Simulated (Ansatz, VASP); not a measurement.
**One calculation of CuO, two programs**

INCAR

```
SYSTEM = CuO
PREC = Accurate ; ENCUT = 520
EDIFF = 1E-7 ; ISMEAR = 0
SIGMA = 0.1 ; LREAL = .FALSE.
LASPH = .TRUE. ; NELM = 60
ALGO = Normal ; ISIF = 2
LWAVE = .FALSE. ; LCHARG = .FALSE.
GGA = PS ; NBANDS = 25
```

KPOINTS

```
Automatic mesh
0
G
  4 4 2
  0 0 0
```

POSCAR

```
CuO
1.0
    2.3404404522     -1.7107783127     -0.0229301573
    2.3197430003      1.6824555157     -0.0101368612
   -0.8908838133      0.0240860588      5.0786274137
Cu O
2 2
Direct
   -0.0082652229      0.4939545091     -0.0055067082
    0.4909130835     -0.0195801087      0.4987901057
    0.5733962104      0.3983939412      0.2576963426
    0.3918683292      0.5610426818      0.7397132466
```

Input for Ansatz:

```yaml
crystal:
  lattice:
    - [2.3404404522, -1.7107783127, -0.0229301573]
    - [2.3197430003, 1.6824555157, -0.0101368612]
    - [-0.8908838133, 0.0240860588, 5.0786274137]
  atoms:
    - { symbol: Cu, position: [-0.0082652229, 0.4939545091, -0.0055067082] }
    - { symbol: Cu, position: [0.4909130835, -0.0195801087, 0.4987901057] }
    - { symbol: O, position: [0.5733962104, 0.3983939412, 0.2576963426] }
    - { symbol: O, position: [0.3918683292, 0.5610426818, 0.7397132466] }
basis:
  ecutwfc: 420
kpoints:
  mp_grid: { grid: [4, 4, 2] }
hamiltonian:
  xc: pbesol
scf:
  occupations: { method: gaussian, width: 0.1 }
output:
  forces: true
  stress: true
  eigenvalues: true
```

Change from the starting cell: kmesh displaced: [4, 4, 2] Gamma-centred.

Alike in both runs: task single point; functional PBEsol; k mesh 4 × 4 × 2; occupations gaussian, width 0.1 eV; no spin polarisation.

```csv
,VASP,Ansatz
version,VASP 6.6.1,Ansatz 0.2.0
potentials or method,"VASP PAW PBE potentials, release 64 (Cu, O), cutoff 520 eV","scalar-relativistic, plane waves, PAW"
valence electrons in the cell,34,50
```

```tsv
	VASP	Ansatz	Ansatz less VASP
gap on the k mesh at the Fermi level (eV)	none	none	-
pressure (GPa)	-0.9	-1.6	-0.67
traceless stress, the component that is largest in VASP (GPa)	-2.37	-2.60	-0.229
rms of the force components (eV/Å)	0.339	0.335	-0.0042
```

VASP's potentials were made for PBE, not for PBEsol. Atom by atom the forces differ by 0.022 eV/Å (rms over components). A gap of «none» marks a metal or a gap that the smearing closes. With one functional, cell and mesh, what is left measures potentials, basis and numerics. VASP's potentials hold 34 valence electrons a cell and Ansatz's 50, so a difference there can come from the potentials and not from the codes.

The k mesh is coarse, so the values compare programs but aren't converged.
